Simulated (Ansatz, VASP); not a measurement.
**One calculation of SrVO3, two programs**

INCAR

```
PREC     = Accurate       # precision mode
ENCUT    = 520            # plane-wave cutoff, eV
EDIFF    = 1E-7           # SCF threshold, eV
ISMEAR   = -1             # smearing method
SIGMA    = 0.05           # smearing width, eV
LREAL    = False          # projectors in reciprocal space
LASPH    = True           # aspherical terms in the spheres
NELM     = 150            # most SCF steps
ALGO     = Normal         # electronic algorithm
ISIF     = 2              # what is computed and relaxed
LWAVE    = False          # write WAVECAR
LCHARG   = False          # write CHGCAR
ISPIN    = 2              # spin polarisation
MAGMOM   = 0 2 0 0 0      # initial moments
LORBIT   = 11             # projections on sites
LMAXMIX  = 4              # l up to which the mixer works
GGA      = RE             # functional
NBANDS   = 32             # bands
```

Contents of KPOINTS:

```
Automatic mesh
0
Gamma
  7 7 7
```

POSCAR

```
SrVO3
1.0
    3.8409000000      0.0000000000      0.0000000000
    0.0000000000      3.8409000000      0.0000000000
    0.0000000000      0.0000000000      3.8409000000
Sr V O
1 1 3
Direct
    0.5000000000      0.5000000000      0.5000000000
    0.0000000000      0.0000000000      0.0000000000
    0.0000000000      0.0000000000      0.5000000000
    0.0000000000      0.5000000000      0.0000000000
    0.5000000000      0.0000000000      0.0000000000
```

input.yaml

```yaml
crystal:
  lattice:
    - [3.8409, 0.0, 0.0]
    - [0.0, 3.8409, 0.0]
    - [0.0, 0.0, 3.8409]
  atoms:
    - { symbol: Sr, position: [0.5, 0.5, 0.5] }
    - { symbol: V, position: [0.0, 0.0, 0.0], spin: 2.0 }
    - { symbol: O, position: [0.0, 0.0, 0.5] }
    - { symbol: O, position: [0.0, 0.5, 0.0] }
    - { symbol: O, position: [0.5, 0.0, 0.0] }
hamiltonian:
  xc: revpbe
  pseudopotentials: { kind: paw }
magnetization:
  spin_polarized: true
kpoints:
  mp_grid: { grid: [7, 7, 7] }
  band_path:
    path:
      - [[0.0, 0.0, 0.0], [0.0, 0.5, 0.0], [0.5, 0.5, 0.0], [0.0, 0.0, 0.0], [0.5, 0.5, 0.5], [0.0, 0.5, 0.0]]
      - [[0.5, 0.5, 0.0], [0.5, 0.5, 0.5]]
    npoints: 14
scf:
  occupations: { method: fermi_dirac, width: 0.05 }
  n_extra_bands: 12
output:
  forces: true
  stress: true
  eigenvalues: true
  fatbands: true
```

Alike in both runs: functional revPBE; k mesh 7 × 7 × 7; occupations fermi-dirac, width 0.05 eV; collinear spin.

|  | VASP | Ansatz |
| --- | --- | --- |
| version | VASP 6.6.1 | Ansatz 0.2.0 |
| potentials or method | VASP PAW PBE potentials, release 64 (Sr_sv, V_sv, O) | Ansatz PAW |
| plane-wave cutoff (eV) | 520 | 420 |
| valence electrons in the cell | 41 | 41 |
| task | single point | band structure |

VASP gave:

```
gap on the k mesh at the Fermi level (eV) : none
pressure (GPa)                            : 6.9
net moment per atom (μB)                  : 0.00
```

Question: What did Ansatz give for the same quantities?

Answer: gap on the k mesh at the Fermi level (eV): none; pressure (GPa): 6.0; net moment per atom (μB): 0.00.

VASP's potentials were made for PBE, not for revPBE. A gap of «none» marks a metal or a gap that the smearing closes. With one functional, cell and mesh, what is left measures potentials, basis and numerics.
